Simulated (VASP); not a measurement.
Input of a VASP 6.6.1 run:

INCAR

```
SYSTEM = Ca3As2
PREC = Accurate
ENCUT = 520
EDIFF = 1E-6
ISMEAR = 0
SIGMA = 0.1
LREAL = .False.
LASPH = .True.
NELM = 80
ALGO = Fast
ISIF = 2
LWAVE = .False.
LCHARG = .False.
GGA = PE
NBANDS = 28
```

KPOINTS

```
Automatic mesh
0
Gamma
  6 6 2
  0 0 0
```

Contents of POSCAR:

```
Ca3As2
1.0
    6.1467882927      0.0000000000      0.0000000000
   -3.0733941464      5.3232748132      0.0000000000
    0.0000000000      0.0000000000      7.7059391699
Ca As
3 2
Direct
    0.5000000000      0.0000000000      0.0000000000
    0.0000000000      0.5000000000      0.0000000000
    0.5000000000      0.5000000000      0.0000000000
    0.0000000000      0.0000000000      0.1634788036
    0.0000000000      0.0000000000      0.8365211964
```

Potentials or basis: VASP PAW PBE potentials, release 64 (Ca_sv, As).

Run with:

```sh
$ cat potpaw_PBE.64/Ca_sv/POTCAR potpaw_PBE.64/As/POTCAR > POTCAR
$ mpirun -np 1 vasp_std > vasp.out
```

**Question.** Predict the pressure.

**Answer.** 0.1 GPa.

**Question.** What does it give for the band gap on the k mesh?

**Answer.** Zero (bands 20 and 21 overlap by 0.02 eV).

**Question.** What does it give for the largest force?

**Answer.** 0.039 eV/Å.

Forces on the atoms (eV/Å):
```
Ca   0.000  0.000  0.000
Ca   0.000  0.000  0.000
Ca   0.000  0.000  0.000
As   0.000  0.000  0.039
As   0.000  0.000 -0.039
```

Caveat: the k points lie up to 0.41 Å⁻¹ apart.
